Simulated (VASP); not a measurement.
Here is a VASP 6.6.1 calculation.

INCAR

```
SYSTEM = PrCuAs2
PREC = Accurate ; ENCUT = 600
EDIFF = 1E-6 ; ISMEAR = 0
SIGMA = 0.1 ; LREAL = .False.
LASPH = .True. ; NELM = 200
ALGO = Normal ; ISIF = 2
LWAVE = .False. ; LCHARG = .False.
GGA = PE ; NBANDS = 24
GGA_COMPAT = .False. ; LMAXMIX = 6
```

KPOINTS

```
Automatic mesh
0
Gamma
  12 12 12
  0 0 0
```

POSCAR

```
PrCuAs2
1.0
   -2.1425724999      2.1425724999      4.6956208740
    2.1425724999     -2.1425724999      4.6956208740
    2.1425724999      2.1425724999     -4.6956208740
Pr Cu As
1 1 2
Direct
    0.3137568961      0.3137568961      0.0000000000
    0.9331443013      0.9331443013      0.0000000000
    0.0659979414      0.5659979414      0.5000000000
    0.5659979414      0.0659979414      0.5000000000
```

Potentials or basis: VASP PAW PBE potentials, release 64 (Pr_3, Cu, As), 4f in core.

Run with:

```sh
$ cat potpaw_PBE.64/Pr_3/POTCAR potpaw_PBE.64/Cu/POTCAR potpaw_PBE.64/As/POTCAR > POTCAR
$ mpirun -np 1 vasp_std > vasp.out
```

(1) What does it give for the largest force?

(2) Estimate the band gap on the k mesh.

(3) Predict the pressure.

Results:

(1) 0.038 eV/Å.

(2) zero (bands 16 and 17 overlap by 1.48 eV).

(3) 0.5 GPa.

Caveat: spin-orbit coupling is left out, which moves the levels of the heavy elements; the 4f electrons are frozen in the core, so they carry no moment and show no levels.
